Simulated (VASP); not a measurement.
# Ta (Im-3m) in VASP: a series of runs

Ta is run at these levels: PBE; tasks: single point.

Program: VASP 6.6.1. These are calculated values, not measurements. Logs are shortened: lines on timing, memory, paths and dates and some standing lists are left out, and cuts for length are marked.

**1. The cell of the first run**

The structure is cubic, space group Im-3m (No. 229). Conventional cell: a = 3.365 Å, b = 3.365 Å, c = 3.365 Å, α = 90.00°, β = 90.00°, γ = 90.00°. Ta (site symmetry m-3m) has 14 Ta at 2.91 to 3.37 Å within 3.8 Å.

**2. Single point, PBE (volume scaled by 1.04)**

Input file INCAR:

```
ALGO = Normal
EDIFF = 1E-6
ENCUT = 520
GGA = PE
ISIF = 2
ISMEAR = -1
LASPH = T
LCHARG = F
LREAL = F
LWAVE = F
NBANDS = 12
NELM = 100
PREC = Accurate
SIGMA = 0.1
```

Input file KPOINTS:

```
k-points
0
Gamma
  22 22 22
```

Input file POSCAR:

```
Ta
1.0
   -1.6825722114      1.6825722114      1.6825722114
    1.6825722114     -1.6825722114      1.6825722114
    1.6825722114      1.6825722114     -1.6825722114
Ta
1
Direct
    0.0000000000      0.0000000000      0.0000000000
```

Potentials or basis: VASP PAW PBE potentials, release 64 (Ta_pv).

The run is started by

```
> cat potpaw_PBE.64/Ta_pv/POTCAR > POTCAR
> mpirun -np 1 vasp_std > vasp.out
```

OUTCAR:

```text
EDIFF = 1E-6
   ENCUT = 520
   GGA = PE
   ISIF = 2
   ISMEAR = -1
   LASPH = T
   LREAL = F
   NELM = 100
   PREC = Accurate

 ion  position               nearest neighbor table
   1  0.000  0.000  0.000-

  LATTYP: Found a body centered cubic cell.
 ALAT       =     3.3651444228

  Lattice vectors:

 A1 = (  -1.6825722114,   1.6825722114,   1.6825722114)
 A2 = (   1.6825722114,  -1.6825722114,   1.6825722114)
 A3 = (   1.6825722114,   1.6825722114,  -1.6825722114)

Analysis of symmetry for initial positions (statically):
=====================================================================
 Subroutine PRICEL returns:
 Original cell was already a primitive cell.

 Routine SETGRP: Setting up the symmetry group for a
 body centered cubic supercell.

 Subroutine GETGRP returns: Found 48 space group operations
 (whereof 48 operations were pure point group operations)
 out of a pool of 48 trial point group operations.

The static configuration has the point symmetry O_h .

Analysis of symmetry for dynamics (positions and initial velocities):
=====================================================================
 Subroutine PRICEL returns:
 Original cell was already a primitive cell.

 Routine SETGRP: Setting up the symmetry group for a
 body centered cubic supercell.

 Subroutine GETGRP returns: Found 48 space group operations
 (whereof 48 operations were pure point group operations)
 out of a pool of 48 trial point group operations.

The dynamic configuration has the point symmetry O_h .

 Subroutine INISYM returns: Found 48 space group operations
 (whereof 48 operations are pure point group operations),
 and found     1 'primitive' translations

----------------------------------------------------------------------------------------

                                     Primitive cell

  volume of cell :      19.0538

  direct lattice vectors                    reciprocal lattice vectors
    -1.682572211  1.682572211  1.682572211     0.000000000  0.297164066  0.297164066
     1.682572211 -1.682572211  1.682572211     0.297164066  0.000000000  0.297164066
     1.682572211  1.682572211 -1.682572211     0.297164066  0.297164066  0.000000000

  length of vectors
     2.914300558  2.914300558  2.914300558     0.420253453  0.420253453  0.420253453

  position of ions in fractional coordinates (direct lattice)
     0.000000000  0.000000000  0.000000000

  ion indices of the primitive-cell ions
   primitive index   ion index
                 1           1

----------------------------------------------------------------------------------------

 KPOINTS: k-points

Automatic generation of k-mesh.
 Grid dimensions read from file:
 generate k-points for:   22   22   22

 Generating k-lattice:

  Cartesian coordinates                     Fractional coordinates (reciprocal lattice)
     0.000000000  0.013507458  0.013507458     0.045454545  0.000000000  0.000000000
     0.013507458  0.000000000  0.013507458     0.000000000  0.045454545  0.000000000
     0.013507458  0.013507458  0.000000000     0.000000000  0.000000000  0.045454545

  Length of vectors
     0.019102430  0.019102430  0.019102430

  Shift w.r.t. Gamma in fractional coordinates (k-lattice)
     0.000000000  0.000000000  0.000000000

 Subroutine IBZKPT returns following result:
 ===========================================

 Found    328 irreducible k-points:

 Following reciprocal coordinates:
            Coordinates               Weight
  0.000000  0.000000  0.000000      1.000000
  0.045455  0.000000  0.000000     12.000000
  0.090909  0.000000  0.000000     12.000000
  0.136364  0.000000  0.000000     12.000000
  0.181818  0.000000  0.000000     12.000000
  0.227273  0.000000  0.000000     12.000000
[... 16 lines left out ...]
  0.090909  0.090909  0.000000     24.000000
  0.136364  0.090909 -0.000000     48.000000
 [... further k-points ...]
   k-points           NKPTS =    328   k-points in BZ     NKDIM =    328   number of bands    NBANDS=     12
   number of dos      NEDOS =    301   number of ions     NIONS =      1
   total plane-waves  NPLWV =  13824
   dimension x,y,z NGX =    24 NGY =   24 NGZ =   24
   dimension x,y,z NGXF=    48 NGYF=   48 NGZF=   48
   ions per type =               1
   NGX,Y,Z   is equivalent  to a cutoff of  13.69, 13.69, 13.69 a.u.
   NGXF,Y,Z  is equivalent  to a cutoff of  27.38, 27.38, 27.38 a.u.
 SYSTEM =  unknown system
   PREC   = accura    normal or accurate (medium, high low for compatibility)
   ISTART =      0    job   : 0-new  1-cont  2-samecut
   ICHARG =      2    charge: 1-file 2-atom 10-const
   ISPIN  =      1    spin polarized calculation?
   LNONCOLLINEAR =      F non collinear calculations
   LSORBIT =      F    spin-orbit coupling
   LASPH  =      T    aspherical Exc in radial PAW
   ENCUT  =  520.0 eV  38.22 Ry    6.18 a.u.   5.42  5.42  5.42*2*pi/ulx,y,z
   NELM   =    100;   NELMIN=  2; NELMDL= -5     # of ELM steps
   EDIFF  = 0.1E-05   stopping-criterion for ELM
   LREAL  =      F    real-space projection
   EDIFFG = 0.1E-04   stopping-criterion for IOM
   NSW    =      0    number of steps for IOM
   IBRION =     -1    ionic relax: 0-MD 1-quasi-New 2-CG
   NFREE  =      0    steps in history (QN), initial steepest desc. (CG)
   ISIF   =      2    stress and relaxation
   ISYM   =      2    0-nonsym 1-usesym 2-fastsym
   POTIM  = 0.5000    time-step for ionic-motion
   TEBEG  =    0.0;   TEEND  =   0.0 temperature during run
   PSTRESS=    0.0 pullay stress
   NELECT =      11.0000    total number of electrons
   NUPDOWN=      -1.0000    fix difference up-down
   EMIN   =  10.00;   EMAX   =-10.00  energy-range for DOS
   EFERMI =   0.00;   METHOD = LEGACY
   ISMEAR =    -1;   SIGMA  =   0.10  broadening in eV -4-tet -1-fermi 0-gaus
   EFERMI_NEDOS =   21; number of points for ismear=-14 and -15
   IALGO  =     38    algorithm
   IMIX   =      4    mixing-type and parameters
     AMIX     =   0.40;   BMIX     =  1.00
     AMIX_MAG =   1.60;   BMIX_MAG =  1.00
  volume/ion in A,a.u.               =      19.05       128.58
  Fermi-wavevector in a.u.,A,eV,Ry     =   1.363155  2.575990 25.282244  1.858192
  Thomas-Fermi vector in A             =   2.489583
   LORBIT       =      0    0 simple, 1 ext, 2 COOP (PROOUT), +10 PAW based schemes
   GGA     = PE    functional components
   LHFCALC =     F    Hartree Fock is set to
   AEXX    =    0.0000 exact exchange contribution
   IVDW    =     0    specifies the selected vdW correction
   LEPSILON=     F    determine dielectric tensor
   LRPA    =     F    only Hartree local field effects (RPA)
 non-spin polarized calculation
  energy-cutoff  :      520.00
  volume of cell :       19.05
 maximum number of plane-waves:       535
 NGX is ok and might be reduce to    24
   NGX = 11   NGY = 11   NGZ = 11

 number of electron      10.9999998 magnetization

 Free energy of the ion-electron system (eV)
  ---------------------------------------------------
  ext. energy  EPLUGINS =         0.00000000
  ---------------------------------------------------
  free energy    TOTEN  =       -11.81781849 eV

  energy without entropy =      -11.77178892  energy(sigma->0) =      -11.79480370

 E-fermi :   5.0538     XC(G=0): -12.3335

 val. band max:        5.0528132191   @ k =   0.3636   0.1364   0.1364
 cond. band min:       5.0570910222   @ k =  -0.2273   0.2727   0.0909
 fundamental gap:      0.0042778032
 Fermi energy:         5.0537637926

 k-point     1 :       0.0000    0.0000    0.0000
  band No.  band energies     occupation
      1     -28.2559      2.00000
      2     -28.2559      2.00000
      3     -28.2559      2.00000
      4      -2.6570      2.00000
      5       5.7685      0.00157
      6       5.7685      0.00157
      7       5.7685      0.00157
      8       8.8458      0.00000
      9       8.8458      0.00000
     10      19.5400      0.00000
     11      19.7862      0.00000
     12      19.7862      0.00000

 k-point     2 :       0.0455    0.0000    0.0000
  band No.  band energies     occupation
      1     -28.2772      2.00000
      2     -28.2625      2.00000
      3     -28.2560      2.00000
      4      -2.5703      2.00000
      5       5.7124      0.00275
      6       5.7535      0.00183
      7       5.8527      0.00068
      8       8.7532      0.00000
      9       8.8461      0.00000
     10      19.5398      0.00000
     11      19.8638      0.00000
     12      19.9390      0.00000

 k-point     3 :       0.0909    0.0000    0.0000
  band No.  band energies     occupation
      1     -28.3388      2.00000
      2     -28.2819      2.00000
      3     -28.2562      2.00000
      4      -2.3155      2.00000
      5       5.5533      0.01345
      6       5.6948      0.00328
      7       6.1034      0.00006
      8       8.5321      0.00000
      9       8.8501      0.00000
     10      19.5396      0.00000
     11      20.0703      0.00000
     12      20.3873      0.00000

 k-point     4 :       0.1364    0.0000    0.0000
  band No.  band energies     occupation
      1     -28.4347      2.00000
      2     -28.3122      2.00000
      3     -28.2566      2.00000
      4      -1.9094      2.00000
      5       5.3153      0.13626
      6       5.5613      0.01243
      7       6.5157      0.00000
      8       8.3107      0.00000
      9       8.8660      0.00000
     10      19.5393      0.00000
     11      20.3119      0.00000
     12      21.1040      0.00000

 k-point     5 :       0.1818    0.0000    0.0000
  band No.  band energies     occupation
      1     -28.5558      2.00000
      2     -28.3509      2.00000
      3     -28.2571      2.00000
      4      -1.3818      2.00000
      5       5.0297      1.11982
      6       5.3419      0.10617
      7       7.0804      0.00000
      8       8.2009      0.00000
      9       8.9039      0.00000
     10      19.5385      0.00000
     11      20.3931      0.00000
     12      21.8208      0.00000

 k-point     6 :       0.2273    0.0000    0.0000
  band No.  band energies     occupation
      1     -28.6912      2.00000
      2     -28.3947      2.00000
      3     -28.2577      2.00000
      4      -0.7805      2.00000
      5       4.7270      1.92662
      6       5.0904      0.81905
      7       7.7840      0.00000
      8       8.2325      0.00000
      9       8.9723      0.00000
     10      19.5365      0.00000
     11      20.0926      0.00000
     12      21.4532      0.00000

 k-point     7 :       0.2727    0.0000    0.0000
  band No.  band energies     occupation
      1     -28.8293      2.00000
      2     -28.4400      2.00000
      3     -28.2583      2.00000
      4      -0.1776      2.00000
      5       4.4335      1.99596
      6       4.9149      1.60089
      7       8.3670      0.00000
      8       8.6061      0.00000
      9       9.0752      0.00000
     10      19.4339      0.00000
     11      19.5284      0.00000
     12      20.3921      0.00000

 k-point     8 :       0.3182    0.0000    0.0000
  band No.  band energies     occupation
      1     -28.9591      2.00000
      2     -28.4831      2.00000
      3     -28.2589      2.00000
      4       0.3324      2.00000
      5       4.1697      1.99971
      6       4.9325      1.54165
      7       8.5422      0.00000
      8       9.2091      0.00000
      9       9.5152      0.00000
     10      18.6374      0.00000
     11      19.0671      0.00000
     12      19.5677      0.00000
[... 166 lines left out ...]
 k-point    20 :       0.3636    0.0455    0.0000
  band No.  band energies     occupation
      1     -29.1139      2.00000
      2     -28.5405      2.00000
      3     -28.2680      2.00000
      4       0.8364      2.00000
      5       3.8704      1.99999
      6       5.3477      0.10052
      7       8.6894      0.00000
      8       9.4823      0.00000
      9      11.0067      0.00000
     10      17.1668      0.00000
     11      17.7404      0.00000
     12      19.5477      0.00000

 k-point    21 :       0.4091    0.0455   -0.0000
  band No.  band energies     occupation
      1     -29.1825      2.00000
      2     -28.5653      2.00000
      3     -28.2684      2.00000
      4       0.9387      2.00000
      5       3.7404      2.00000
      6       5.8455      0.00073
      7       8.7190      0.00000
      8       9.6145      0.00000
      9      11.8104      0.00000
     10      16.3283      0.00000
     11      17.1749      0.00000
     12      19.5463      0.00000

 k-point    22 :       0.4545    0.0455    0.0000
  band No.  band energies     occupation
      1     -29.2180      2.00000
      2     -28.5781      2.00000
      3     -28.2686      2.00000
      4       0.9676      2.00000
      5       3.6742      2.00000
      6       6.2189      0.00002
      7       8.6717      0.00000
      8       9.7039      0.00000
      9      12.3047      0.00000
     10      15.8449      0.00000
     11      16.8932      0.00000
     12      19.5458      0.00000

 k-point    23 :       0.0909    0.0909    0.0000
  band No.  band energies     occupation
      1     -28.4883      2.00000
      2     -28.3104      2.00000
      3     -28.2761      2.00000
      4      -1.6728      2.00000
      5       5.2660      0.21385
      6       5.3615      0.08807
      7       6.8086      0.00000
      8       8.1239      0.00000
      9       8.9746      0.00000
     10      19.5389      0.00000
     11      20.5637      0.00000
     12      21.3005      0.00000

 k-point    24 :       0.1364    0.0909   -0.0000
  band No.  band energies     occupation
      1     -28.5992      2.00000
      2     -28.3466      2.00000
      3     -28.2822      2.00000
      4      -1.1555      2.00000
      5       5.0057      1.23584
      6       5.1278      0.64591
      7       7.3938      0.00000
      8       7.9874      0.00000
      9       9.0828      0.00000
     10      19.5380      0.00000
     11      20.7867      0.00000
     12      21.4837      0.00000

 [... further k-points ...]
[... 5 lines left out ...]
  --------------------------------------------------------------------------------------
  -------------------------------------------------------------------------------------
  Total       -0.8511543     -0.8511543     -0.8511543      0.0000000      0.0000000     -0.0000000
  in kB      -71.5711124    -71.5711124    -71.5711124      0.0000000      0.0000000     -0.0000000
  external PRESSURE =     -71.5711124 kB  Pullay stress =       0.0000000 kB

 VOLUME and BASIS-vectors are now :
 -----------------------------------------------------------------------------
  energy-cutoff  :      520.00
  volume of cell :       19.05
      direct lattice vectors                 reciprocal lattice vectors
    -1.682572211  1.682572211  1.682572211     0.000000000  0.297164066  0.297164066
     1.682572211 -1.682572211  1.682572211     0.297164066  0.000000000  0.297164066
     1.682572211  1.682572211 -1.682572211     0.297164066  0.297164066  0.000000000

 POSITION                                       TOTAL-FORCE (eV/Angst)
 -----------------------------------------------------------------------------------
      0.00000      0.00000      0.00000        -0.000000     -0.000000     -0.000000
 -----------------------------------------------------------------------------------
    total drift:                                0.000000      0.000000     -0.000000

  FREE ENERGIE OF THE ION-ELECTRON SYSTEM (eV)
  ---------------------------------------------------
  free  energy   TOTEN  =       -11.8178184862 eV

  energy  without entropy=      -11.7717889154  energy(sigma->0) =      -11.79480370
```

It took 26 s on 1 thread of Intel Xeon 6975P-C, shared host; peak memory 0.2 GiB.

Results:

- Free energy: -11.8178 eV
- Pressure: -7.2 GPa

Levels at points of the mesh, in eV from the Fermi level:
| k point | band 3 | band 4 | band 5 | band 6 | band 7 | band 8 | band 9 | band 10 |
| --- | --- | --- | --- | --- | --- | --- | --- | --- |
| (0.00, 0.00, 0.00) | -33.31 | -7.71 | 0.71 | 0.71 | 0.71 | 3.79 | 3.79 | 14.49 |
| (0.50, 0.00, 0.00) | -33.31 | -4.15 | -1.40 | 1.34 | 3.64 | 4.60 | 7.24 | 10.83 |
| (0.50, 0.50, 0.50) | -33.99 | -3.49 | -3.49 | 6.37 | 6.37 | 6.37 | 8.15 | 8.15 |

Caveat: spin-orbit coupling is left out, which moves the levels of the heavy elements.

**3. Single point, PBE (volume scaled by 1.08)**

Input file INCAR:

```
SYSTEM = Ta
PREC = Accurate
ENCUT = 520
EDIFF = 1E-6
ISMEAR = -1
SIGMA = 0.1
LREAL = .FALSE.
LASPH = .TRUE.
NELM = 100
ALGO = Normal
ISIF = 2
LWAVE = .FALSE.
LCHARG = .FALSE.
GGA = PE
NBANDS = 12
```

Input file KPOINTS:

```
Automatic mesh
0
G
  22 22 22
  0 0 0
```

Input file POSCAR:

```
Ta
1.0
   -1.7038728551      1.7038728551      1.7038728551
    1.7038728551     -1.7038728551      1.7038728551
    1.7038728551      1.7038728551     -1.7038728551
Ta
1
Direct
    0.0000000000      0.0000000000      0.0000000000
```

Potentials or basis: VASP PAW PBE potentials, release 64 (Ta_pv).

The run is started by

```
> cat potpaw_PBE.64/Ta_pv/POTCAR > POTCAR
> mpirun -np 1 vasp_std > vasp.out
```

It took 27 s on 1 thread of Intel Xeon 6975P-C, shared host; peak memory 0.2 GiB.

The run converged. Its results:

```
Free energy : -11.7714 eV
Pressure    : -13.0 GPa
```

Levels at points of the mesh, in eV from the Fermi level:
| k point | band 4 | band 5 | band 6 | band 7 | band 8 | band 9 |
| --- | --- | --- | --- | --- | --- | --- |
| (0.00, 0.00, 0.00) | -7.56 | 0.70 | 0.70 | 0.70 | 3.65 | 3.65 |
| (0.50, 0.00, 0.00) | -4.00 | -1.31 | 1.19 | 3.48 | 4.40 | 6.89 |
| (0.50, 0.50, 0.50) | -3.30 | -3.30 | 6.07 | 6.07 | 6.07 | 7.83 |

Caveat: spin-orbit coupling is left out, which moves the levels of the heavy elements.

**4. Single point, PBE (volume scaled by 1.12)**

Input file INCAR:

```
PREC = Accurate
ENCUT = 520
EDIFF = 1E-6
ISMEAR = -1
SIGMA = 0.1
LREAL = False
LASPH = True
NELM = 60
ALGO = Normal
ISIF = 2
LWAVE = False
LCHARG = False
GGA = PE
NBANDS = 12
```

Input file KPOINTS:

```
Automatic mesh
0
Gamma
  22 22 22
```

Input file POSCAR:

```
Ta
1.0
   -1.7246538404      1.7246538404      1.7246538404
    1.7246538404     -1.7246538404      1.7246538404
    1.7246538404      1.7246538404     -1.7246538404
Ta
1
Direct
    0.0000000000      0.0000000000      0.0000000000
```

The run is started by

```
> cat potpaw_PBE.64/Ta_pv/POTCAR > POTCAR
> mpirun -np 1 vasp_std > vasp.out
```

It took 27 s on 1 thread of Intel Xeon 6975P-C, shared host; peak memory 0.2 GiB.

The run converged. Its results:

```
Free energy : -11.7006 eV
Pressure    : -17.9 GPa
```

Levels at points of the mesh, in eV from the Fermi level:
| k point | band 3 | band 4 | band 5 | band 6 | band 7 | band 8 | band 9 | band 10 |
| --- | --- | --- | --- | --- | --- | --- | --- | --- |
| (0.00, 0.00, 0.00) | -33.61 | -7.42 | 0.69 | 0.69 | 0.69 | 3.52 | 3.52 | 14.38 |
| (0.50, 0.00, 0.00) | -33.61 | -3.86 | -1.23 | 1.07 | 3.33 | 4.21 | 6.56 | 9.73 |
| (0.50, 0.50, 0.50) | -34.14 | -3.12 | -3.12 | 5.79 | 5.79 | 5.79 | 7.54 | 7.54 |

Caveat: spin-orbit coupling is left out, which moves the levels of the heavy elements.

[end of part 1 of 2]
